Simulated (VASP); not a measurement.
Here is a VASP 6.6.1 calculation.

File INCAR:

```
PREC = Accurate
ENCUT = 910
EDIFF = 1E-6
ISMEAR = 0
SIGMA = 0.05
LREAL = F
LASPH = T
NELM = 120
ALGO = Normal
ISIF = 2
LWAVE = F
LCHARG = T
LDIPOL = T
IDIPOL = 3
DIPOL = 0.5 0.5 0.328
GGA = PE
IVDW = 12
LELF = T
LVHAR = T
LVACPOTAV = T
NBANDS = 27
GGA_COMPAT = F
NELMDL = -8
```

Contents of KPOINTS:

```
regular mesh
0
Gamma
  7 5 1
```

POSCAR

```
Si3N
1.0
    3.8333442755      0.0000000000      0.0000000000
    0.0000000000      5.4211674636      0.0000000000
    0.0000000000      0.0000000000     22.4877586337
Si N
6 2
Direct
    0.5000000000      0.0000000000      0.1778745523
    0.0000000000      0.2500000000      0.1778745523
    0.0000000000      0.5038839981      0.2608672216
    0.5000000000      0.7461160019      0.2608672216
    0.5000000000      0.0086033066      0.3418641564
    0.0000000000      0.2413966934      0.3418641564
    1.0000000000      0.8419366399      0.5063981173
    1.0000000000      0.8419366399      0.5553136192
```

Potentials or basis: VASP PAW PBE potentials, release 64 (Si, N_h).

Command:

```console
$ cat potpaw_PBE.64/Si/POTCAR potpaw_PBE.64/N_h/POTCAR > POTCAR
$ mpirun -np 1 vasp_std > vasp.out
```

(1) Predict the dispersion energy per atom.

(2) What does it give for the band gap on the k mesh?

(3) Estimate the largest force.

Answers

(1) -0.201 eV.

(2) zero (bands 17 and 18 overlap by 0.29 eV).

(3) 0.558 eV/Å.
